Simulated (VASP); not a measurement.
# CuSi16 (a cell with a defect) in VASP: further runs

CuSi16 (a cell with a defect) is run at these levels: PBE; tasks: single point.

Program: VASP 6.6.1. These are calculated values, not measurements. Logs are shortened: lines on timing, memory, paths and dates and some standing lists are left out, and cuts for length are marked.

## (1) The cell of the first run

The cell holds a defect, 17 atoms: a = 7.679 Å, b = 7.679 Å, c = 7.679 Å, α = 60.00°, β = 60.00°, γ = 60.00°.

## (2) Single point, PBE

INCAR

```
SYSTEM = CuSi16
PREC = Accurate
ENCUT = 520
EDIFF = 1E-6
ISMEAR = 0
SIGMA = 0.02
LREAL = Auto
LASPH = .TRUE.
NELM = 100
ALGO = Normal
ISIF = 2
LWAVE = .FALSE.
LCHARG = .FALSE.
GGA = PE
NELECT = 74.0
NBANDS = 52
```

KPOINTS

```
regular mesh
0
G
  2 2 2
  0 0 0
```

POSCAR

```
CuSi16
1.0
    0.0000000000      5.4300000000      5.4300000000
    5.4300000000      0.0000000000      5.4300000000
    5.4300000000      5.4300000000      0.0000000000
Si Cu
16 1
Direct
   -0.0033441989      0.0090615101     -0.0002018416
    0.1077354512      0.1592590239      0.1183518416
   -0.0073395028      0.0096428177      0.5001360037
    0.1298510129      0.1173068140      0.6273357274
   -0.0267100368      0.5304993554      0.0044435543
    0.1246837937      0.6218513812      0.1298476980
   -0.0021426335      0.4920345304      0.5080197974
    0.1184277164      0.6208282689      0.6363074586
    0.4850851750      0.0098398711      0.0015199816
    0.6240531308      0.1173553407      0.1277910681
    0.5014590239     -0.0063065378      0.4999735727
    0.6204524862      0.1178576427      0.6287425414
    0.4994282689      0.4919627072     -0.0014474217
    0.6040296501      0.6260132597      0.1346359116
    0.4942325046      0.4924573665      0.5109547882
    0.6248004604      0.6199965930      0.6257249540
    0.2106980663      0.7875034070      0.2589881215
```

Potentials or basis: VASP PAW PBE potentials, release 64 (Si, Cu).

Launch:

```sh
cat potpaw_PBE.64/Si/POTCAR potpaw_PBE.64/Cu/POTCAR > POTCAR
mpirun -np 1 vasp_std > vasp.out
```

OUTCAR:

```text
SYSTEM = CuSi16
   PREC = Accurate
   ENCUT = 520
   EDIFF = 1E-6
   ISMEAR = 0
   LREAL = Auto
   LASPH = .TRUE.
   NELM = 100
   ISIF = 2
   GGA = PE
   NELECT = 74.0

 ion  position               nearest neighbor table
   1  0.997  0.009  1.000-   4 2.34  10 2.34   2 2.39   6 2.43  17 2.58
   2  0.108  0.159  0.118-   5 2.33  17 2.34   9 2.37   1 2.39   3 2.40
   3  0.993  0.010  0.500-   4 2.34  12 2.34   2 2.40   8 2.44  17 2.52
   4  0.130  0.117  0.627-  11 2.33   3 2.34   1 2.34   7 2.35
   5  0.973  0.530  0.004-   8 2.32   6 2.32  14 2.32   2 2.33
   6  0.125  0.622  0.130-   5 2.32  13 2.35   7 2.37  17 2.41   1 2.43
   7  0.998  0.492  0.508-  16 2.34   4 2.35   8 2.37   6 2.37  17 2.78
   8  0.118  0.621  0.636-   5 2.32  15 2.36   7 2.37  17 2.38   3 2.44
   9  0.485  0.010  0.002-  12 2.34  10 2.34   2 2.37  14 2.41  17 2.71
  10  0.624  0.117  0.128-  11 2.33   1 2.34   9 2.34  13 2.35
  11  0.501  0.994  0.500-   4 2.33  12 2.33  10 2.33  16 2.34
  12  0.620  0.118  0.629-  11 2.33   3 2.34   9 2.34  15 2.35
  13  0.499  0.492  0.999-  16 2.34  10 2.35   6 2.35  14 2.35
  14  0.604  0.626  0.135-   5 2.32  13 2.35  15 2.36   9 2.41  17 2.48
  15  0.494  0.492  0.511-  16 2.34  12 2.35   8 2.36  14 2.36  17 2.92
  16  0.625  0.620  0.626-  13 2.34  15 2.34   7 2.34  11 2.34
  17  0.211  0.788  0.259-   2 2.34   8 2.38   6 2.41  14 2.48   3 2.52   1 2.58   9 2.71   7 2.78
                            15 2.92

  LATTYP: Found a face centered cubic cell.
 ALAT       =    10.8600000000

  Lattice vectors:

 A1 = (   0.0000000000,   5.4300000000,   5.4300000000)
 A2 = (   5.4300000000,   0.0000000000,   5.4300000000)
 A3 = (   5.4300000000,   5.4300000000,   0.0000000000)

Analysis of symmetry for initial positions (statically):
=====================================================================
 Subroutine PRICEL returns:
 Original cell was already a primitive cell.

 Routine SETGRP: Setting up the symmetry group for a
 face centered cubic supercell.

 Subroutine GETGRP returns: Found  1 space group operations
 (whereof  1 operations were pure point group operations)
 out of a pool of 48 trial point group operations.

The static configuration has the point symmetry C_1 .

Analysis of symmetry for dynamics (positions and initial velocities):
=====================================================================
 Subroutine PRICEL returns:
 Original cell was already a primitive cell.

 Routine SETGRP: Setting up the symmetry group for a
 face centered cubic supercell.

 Subroutine GETGRP returns: Found  1 space group operations
 (whereof  1 operations were pure point group operations)
 out of a pool of 48 trial point group operations.

The dynamic configuration has the point symmetry C_1 .

 Subroutine INISYM returns: Found  1 space group operations
 (whereof  1 operations are pure point group operations),
 and found     1 'primitive' translations

----------------------------------------------------------------------------------------

                                     Primitive cell

  volume of cell :     320.2060

  direct lattice vectors                    reciprocal lattice vectors
     0.000000000  5.430000000  5.430000000    -0.092081031  0.092081031  0.092081031
     5.430000000  0.000000000  5.430000000     0.092081031 -0.092081031  0.092081031
     5.430000000  5.430000000  0.000000000     0.092081031  0.092081031 -0.092081031

  length of vectors
     7.679179644  7.679179644  7.679179644     0.159489025  0.159489025  0.159489025

  position of ions in fractional coordinates (direct lattice)
     0.996655801  0.009061510  0.999798158
     0.107735451  0.159259024  0.118351842
     0.992660497  0.009642818  0.500136004
     0.129851013  0.117306814  0.627335727
     0.973289963  0.530499355  0.004443554
     0.124683794  0.621851381  0.129847698
[... 9 lines left out ...]
     0.624800460  0.619996593  0.625724954
     0.210698066  0.787503407  0.258988122

  ion indices of the primitive-cell ions
   primitive index   ion index
                 1           1
                 2           2
                 3           3
                 4           4
                 5           5
                 6           6
[... 9 lines left out ...]
                16          16
                17          17

----------------------------------------------------------------------------------------

 KPOINTS: regular mesh

Automatic generation of k-mesh.
 Grid dimensions read from file:
 generate k-points for:    2    2    2

 Generating k-lattice:

  Cartesian coordinates                     Fractional coordinates (reciprocal lattice)
    -0.046040516  0.046040516  0.046040516     0.500000000  0.000000000  0.000000000
     0.046040516 -0.046040516  0.046040516     0.000000000  0.500000000  0.000000000
     0.046040516  0.046040516 -0.046040516     0.000000000  0.000000000  0.500000000

  Length of vectors
     0.079744512  0.079744512  0.079744512

  Shift w.r.t. Gamma in fractional coordinates (k-lattice)
     0.000000000  0.000000000  0.000000000

 Subroutine IBZKPT returns following result:
 ===========================================

 Found      8 irreducible k-points:

 Following reciprocal coordinates:
            Coordinates               Weight
  0.000000  0.000000  0.000000      1.000000
  0.500000  0.000000  0.000000      1.000000
  0.000000  0.500000  0.000000      1.000000
  0.000000  0.000000  0.500000      1.000000
  0.500000  0.500000  0.500000      1.000000
  0.500000  0.500000  0.000000      1.000000
  0.000000  0.500000  0.500000      1.000000
  0.500000  0.000000  0.500000      1.000000
   k-points           NKPTS =      8   k-points in BZ     NKDIM =      8   number of bands    NBANDS=     52
   number of dos      NEDOS =    301   number of ions     NIONS =     17
   total plane-waves  NPLWV = 216000
   dimension x,y,z NGX =    60 NGY =   60 NGZ =   60
   dimension x,y,z NGXF=   120 NGYF=  120 NGZF=  120
   ions per type =              16   1
   NGX,Y,Z   is equivalent  to a cutoff of  12.99, 12.99, 12.99 a.u.
   NGXF,Y,Z  is equivalent  to a cutoff of  25.98, 25.98, 25.98 a.u.
 SYSTEM =  CuSi16
   PREC   = accura    normal or accurate (medium, high low for compatibility)
   ISTART =      0    job   : 0-new  1-cont  2-samecut
   ICHARG =      2    charge: 1-file 2-atom 10-const
   ISPIN  =      1    spin polarized calculation?
   LNONCOLLINEAR =      F non collinear calculations
   LSORBIT =      F    spin-orbit coupling
   LASPH  =      T    aspherical Exc in radial PAW
   ENCUT  =  520.0 eV  38.22 Ry    6.18 a.u.  14.28 14.28 14.28*2*pi/ulx,y,z
   NELM   =    100;   NELMIN=  2; NELMDL= -5     # of ELM steps
   EDIFF  = 0.1E-05   stopping-criterion for ELM
   LREAL  =      T    real-space projection
   EDIFFG = 0.1E-04   stopping-criterion for IOM
   NSW    =      0    number of steps for IOM
   IBRION =     -1    ionic relax: 0-MD 1-quasi-New 2-CG
   NFREE  =      0    steps in history (QN), initial steepest desc. (CG)
   ISIF   =      2    stress and relaxation
   ISYM   =      2    0-nonsym 1-usesym 2-fastsym
   POTIM  = 0.5000    time-step for ionic-motion
   TEBEG  =    0.0;   TEEND  =   0.0 temperature during run
   PSTRESS=    0.0 pullay stress
   NELECT =      74.0000    total number of electrons
   NUPDOWN=      -1.0000    fix difference up-down
   EMIN   =  10.00;   EMAX   =-10.00  energy-range for DOS
   EFERMI =   0.00;   METHOD = LEGACY
   ISMEAR =     0;   SIGMA  =   0.02  broadening in eV -4-tet -1-fermi 0-gaus
   EFERMI_NEDOS =   21; number of points for ismear=-14 and -15
   IALGO  =     38    algorithm
   IMIX   =      4    mixing-type and parameters
     AMIX     =   0.40;   BMIX     =  1.00
     AMIX_MAG =   1.60;   BMIX_MAG =  1.00
  volume/ion in A,a.u.               =      18.84       127.11
  Fermi-wavevector in a.u.,A,eV,Ry     =   1.004636  1.898488 13.732283  1.009294
  Thomas-Fermi vector in A             =   2.137265
   LORBIT       =      0    0 simple, 1 ext, 2 COOP (PROOUT), +10 PAW based schemes
   GGA     = PE    functional components
   LHFCALC =     F    Hartree Fock is set to
   AEXX    =    0.0000 exact exchange contribution
   IVDW    =     0    specifies the selected vdW correction
   LEPSILON=     F    determine dielectric tensor
   LRPA    =     F    only Hartree local field effects (RPA)
 non-spin polarized calculation
 Gauss-broadening in eV      SIGMA  =   0.02
  energy-cutoff  :      520.00
  volume of cell :      320.21
 maximum number of plane-waves:      8646
 NGX is ok and might be reduce to    60
   NGX = 29   NGY = 29   NGZ = 29

 number of electron      74.0000002 magnetization

 Free energy of the ion-electron system (eV)
  ---------------------------------------------------
  ext. energy  EPLUGINS =         0.00000000
  ---------------------------------------------------
  free energy    TOTEN  =       -94.21568020 eV

  energy without entropy =      -94.21568020  energy(sigma->0) =      -94.21568020

 E-fermi :   6.3679     XC(G=0):  -9.6071

 val. band max:        6.2443811949   @ k =   0.0000   0.0000   0.0000
 cond. band min:       6.5029243800   @ k =   0.0000   0.0000   0.0000
 fundamental gap:      0.2585431851
 Fermi energy:         6.3679362416

 k-point     1 :       0.0000    0.0000    0.0000
  band No.  band energies     occupation
      1      -5.8963      2.00000
      2      -3.5406      2.00000
      3      -3.5124      2.00000
      4      -3.4819      2.00000
      5      -3.4718      2.00000
      6      -2.0457      2.00000
[... 41 lines left out ...]
     48       8.4763      0.00000
     49       8.6913      0.00000

 k-point     2 :       0.5000    0.0000    0.0000
  band No.  band energies     occupation
      1      -5.2386      2.00000
      2      -4.9227      2.00000
      3      -3.2834      2.00000
      4      -3.2609      2.00000
      5      -3.1879      2.00000
      6      -3.0441      2.00000
[... 41 lines left out ...]
     48       9.7907      0.00000
     49       9.8815      0.00000

 k-point     3 :       0.0000    0.5000    0.0000
  band No.  band energies     occupation
      1      -5.1949      2.00000
      2      -4.9798      2.00000
      3      -3.3269      2.00000
      4      -3.2049      2.00000
      5      -3.1751      2.00000
      6      -3.0356      2.00000
[... 41 lines left out ...]
     48       9.7517      0.00000
     49       9.8289      0.00000

 k-point     4 :       0.0000    0.0000    0.5000
  band No.  band energies     occupation
      1      -5.2175      2.00000
      2      -4.9471      2.00000
      3      -3.3029      2.00000
      4      -3.2623      2.00000
      5      -3.1690      2.00000
      6      -3.0379      2.00000
[... 41 lines left out ...]
     48       9.7728      0.00000
     49       9.9265      0.00000

 k-point     5 :       0.5000    0.5000    0.5000
  band No.  band energies     occupation
      1      -5.2244      2.00000
      2      -4.9386      2.00000
      3      -3.2960      2.00000
      4      -3.2671      2.00000
      5      -3.1761      2.00000
      6      -3.0390      2.00000
[... 41 lines left out ...]
     48       9.7868      0.00000
     49       9.9271      0.00000

 k-point     6 :       0.5000    0.5000    0.0000
  band No.  band energies     occupation
      1      -4.9301      2.00000
      2      -4.7293      2.00000
      3      -3.8706      2.00000
      4      -3.7737      2.00000
      5      -3.7564      2.00000
      6      -3.7352      2.00000
[... 41 lines left out ...]
     48      10.5005      0.00000
     49      10.5236      0.00000

 k-point     7 :       0.0000    0.5000    0.5000
  band No.  band energies     occupation
      1      -4.9362      2.00000
      2      -4.7215      2.00000
      3      -3.8690      2.00000
      4      -3.7811      2.00000
      5      -3.7480      2.00000
      6      -3.7410      2.00000
[... 41 lines left out ...]
     48      10.4949      0.00000
     49      10.5295      0.00000

 k-point     8 :       0.5000    0.0000    0.5000
  band No.  band energies     occupation
      1      -4.9337      2.00000
      2      -4.7247      2.00000
      3      -3.8691      2.00000
      4      -3.7784      2.00000
      5      -3.7515      2.00000
      6      -3.7387      2.00000
[... 41 lines left out ...]
     48      10.5006      0.00000
     49      10.5148      0.00000
 [bands above 49 left out]

------------------------ aborting loop because EDIFF is reached ----------------------------------------

  FORCE on cell =-STRESS in cart. coord.  units (eV):
  Direction    XX          YY          ZZ          XY          YZ          ZX
  --------------------------------------------------------------------------------------
  -------------------------------------------------------------------------------------
  Total       -1.3922438     -1.6579623     -1.9433120      0.2555378     -0.2469245      0.0119634
  in kB       -6.9662074     -8.2957516     -9.7235225      1.2786045     -1.2355074      0.0598599
  external PRESSURE =      -8.3284938 kB  Pullay stress =       0.0000000 kB

 VOLUME and BASIS-vectors are now :
 -----------------------------------------------------------------------------
  energy-cutoff  :      520.00
  volume of cell :      320.21
      direct lattice vectors                 reciprocal lattice vectors
     0.000000000  5.430000000  5.430000000    -0.092081031  0.092081031  0.092081031
     5.430000000  0.000000000  5.430000000     0.092081031 -0.092081031  0.092081031
     5.430000000  5.430000000  0.000000000     0.092081031  0.092081031 -0.092081031

 POSITION                                       TOTAL-FORCE (eV/Angst)
 -----------------------------------------------------------------------------------
      5.47811     10.84075      5.46104        -0.001107     -0.007836     -0.001850
      1.50743      1.22765      1.44978         0.021500     -0.018903      0.015524
      2.76810      8.10588      5.44251        -0.000101     -0.000137      0.003873
      4.04341      4.11152      1.34207        -0.001368      0.006627     -0.001183
      2.90474      5.30909      8.16558        -0.013158     -0.008474      0.009267
      4.08173      1.38211      4.05369        -0.002302     -0.015503     -0.010979
[... 9 lines left out ...]
      6.76427      6.79035      6.75925         0.000031      0.012367     -0.004077
      5.68245      2.55040      5.42023        -0.018217     -0.014007      0.008864
 -----------------------------------------------------------------------------------
    total drift:                               -0.001363      0.003778     -0.000630

  FREE ENERGIE OF THE ION-ELECTRON SYSTEM (eV)
  ---------------------------------------------------
  free  energy   TOTEN  =       -94.2156802006 eV

  energy  without entropy=      -94.2156802006  energy(sigma->0) =      -94.21568020
```

It took 4 min on 1 thread of Intel Xeon Platinum 8559C (Emerald Rapids), shared host; peak memory 0.49 GiB.

Results:

* Free energy: -94.2157 eV
* Largest force: 0.033 eV/Å

Forces on the atoms (eV/Å):
```
Si  -0.001 -0.008 -0.002
Si   0.021 -0.019  0.016
Si   0.000  0.000  0.004
Si  -0.001  0.007 -0.001
Si  -0.013 -0.008  0.009
Si  -0.002 -0.016 -0.011
Si  -0.008 -0.001 -0.005
Si   0.001 -0.003  0.005
Si   0.002  0.005 -0.004
Si   0.007  0.009 -0.005
Si  -0.002  0.015 -0.005
Si   0.007  0.010  0.001
Si   0.006  0.002 -0.008
Si   0.004  0.003 -0.002
Si  -0.003  0.005  0.003
Si   0.000  0.012 -0.004
Cu  -0.018 -0.014  0.009
```

Caveat: the k points lie up to 0.50 Å⁻¹ apart; the cell carries a net charge on a neutralising background, which shifts energy and pressure; the cell is charged against a uniform background, so pressure and absolute levels hang on convention.

## (3) Single point, PBE

INCAR

```
ALGO     = Normal         # electronic algorithm
EDIFF    = 1E-6           # SCF threshold, eV
ENCUT    = 520            # plane-wave cutoff, eV
GGA      = PE             # functional
ISIF     = 2              # what is computed and relaxed
ISMEAR   = 0              # smearing method
LASPH    = T              # aspherical terms in the spheres
LCHARG   = F              # write CHGCAR
LREAL    = Auto         
LWAVE    = F              # write WAVECAR
NBANDS   = 52             # bands
NELECT   = 74.0         
NELM     = 80             # most SCF steps
PREC     = Accurate       # precision mode
SIGMA    = 0.02           # smearing width, eV
```

KPOINTS

```
k-points
0
Gamma
  2 2 2
```

POSCAR

```
CuSi16
1.0
    0.0000000000      5.4300000000      5.4300000000
    5.4300000000      0.0000000000      5.4300000000
    5.4300000000      5.4300000000      0.0000000000
Si Cu
16 1
Direct
   -0.0063209945      0.0111167587      0.0012340700
    0.1073476980      0.1556674033      0.1185876611
   -0.0133487109      0.0087481584      0.5010415285
    0.1198980663      0.1202822284      0.6284975138
   -0.0077507366      0.5270986188      0.0076453959
    0.1295223757      0.6305883057      0.1373113260
   -0.0082590239      0.4947700737      0.5125901473
    0.1146501842      0.6197544199      0.6395457643
    0.4889477901      0.0080568140     -0.0034365562
    0.6210294659      0.1192959484      0.1256206262
    0.4920789134     -0.0056641805      0.4979846225
    0.6148720074      0.1162939227      0.6245171271
    0.5039118785      0.4938074586     -0.0020930939
    0.6246396869      0.6194527624      0.1259999079
    0.4944390424      0.4910112339      0.5062771639
    0.6190152855      0.6204898711      0.6251532228
    0.2512494475      0.7848883057      0.2668385820
```

Potentials or basis: VASP PAW PBE potentials, release 64 (Si, Cu).

Launch:

```sh
cat potpaw_PBE.64/Si/POTCAR potpaw_PBE.64/Cu/POTCAR > POTCAR
mpirun -np 1 vasp_std > vasp.out
```

Wall time 3.9 min (1 thread of Intel Xeon Platinum 8559C (Emerald Rapids), shared host); peak memory 0.48 GiB.

The run converged. Its results:

```
Free energy   : -94.2189 eV
Largest force : 0.031 eV/Å
```

Forces in eV/Å, atoms in the order of the input:
```
Si  -0.004 -0.002 -0.007
Si   0.016 -0.017  0.020
Si   0.002 -0.005 -0.008
Si   0.000 -0.003 -0.008
Si  -0.024  0.003  0.003
Si   0.010 -0.002  0.001
Si  -0.006 -0.005 -0.008
Si   0.007  0.003 -0.009
Si  -0.006  0.002  0.007
Si   0.008  0.003 -0.002
Si  -0.003  0.001 -0.009
Si   0.004  0.000  0.001
Si   0.006  0.002 -0.005
Si  -0.002  0.000  0.009
Si  -0.007 -0.004  0.001
Si   0.000  0.002 -0.007
Cu  -0.002  0.022  0.020
```

Levels at points of the mesh, in eV from the Fermi level:
```
           k point  band 33  band 34  band 35  band 36  band 37  band 38  band 39  band 40  band 41  band 42
(0.00, 0.00, 0.00)    -0.97    -0.90    -0.63    -0.19    -0.10     0.10     0.52     0.61     0.63     0.68
(0.50, 0.00, 0.00)    -1.97    -0.90    -0.84    -0.82    -0.68     0.56     1.13     1.31     1.32     1.45
(0.00, 0.50, 0.00)    -2.00    -0.93    -0.87    -0.78    -0.76     0.48     1.21     1.32     1.35     1.42
(0.00, 0.00, 0.50)    -1.98    -0.92    -0.83    -0.81    -0.71     0.56     1.15     1.31     1.34     1.45
(0.50, 0.50, 0.50)    -2.04    -0.89    -0.86    -0.69    -0.54     0.54     1.04     1.32     1.37     1.55
(0.50, 0.50, 0.00)    -1.81    -1.52    -1.43    -1.41    -0.99     0.67     1.05     2.01     2.08     2.15
(0.00, 0.50, 0.50)    -1.80    -1.53    -1.43    -1.41    -0.98     0.66     1.06     2.00     2.09     2.15
(0.50, 0.00, 0.50)    -1.86    -1.49    -1.48    -1.40    -1.03     0.68     1.04     2.01     2.06     2.17
```

Caveat: the k points lie up to 0.50 Å⁻¹ apart; the cell carries a net charge on a neutralising background, which shifts energy and pressure; the cell is charged against a uniform background, so pressure and absolute levels hang on convention.
